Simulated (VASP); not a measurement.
Here is a VASP 6.6.1 calculation.

The input INCAR:

```
SYSTEM = Na
PREC = Accurate
ENCUT = 520
EDIFF = 1E-6
ISMEAR = -1
SIGMA = 0.1
LREAL = .False.
LASPH = .True.
NELM = 60
ALGO = Normal
ISIF = 2
LWAVE = .False.
LCHARG = .False.
GGA = RE
NBANDS = 10
```

KPOINTS

```
Automatic mesh
0
Gamma
  17 17 17
  0 0 0
```

POSCAR

```
Na
1.0
    0.0000000000      2.7363553420      2.7363553420
    2.7363553420      0.0000000000      2.7363553420
    2.7363553420      2.7363553420      0.0000000000
Na
1
Direct
    0.0000000000      0.0000000000      0.0000000000
```

Potentials or basis: VASP PAW PBE potentials, release 64 (Na_pv).

Run with:

```bash
$ cat potpaw_PBE.64/Na_pv/POTCAR > POTCAR
$ mpirun -np 1 vasp_std > vasp.out
```

(1) What does it give for the pressure?

Answers

(1) -0.2 GPa.

Caveat: the PAW data sets were made with another functional, which shifts forces and pressure a little.
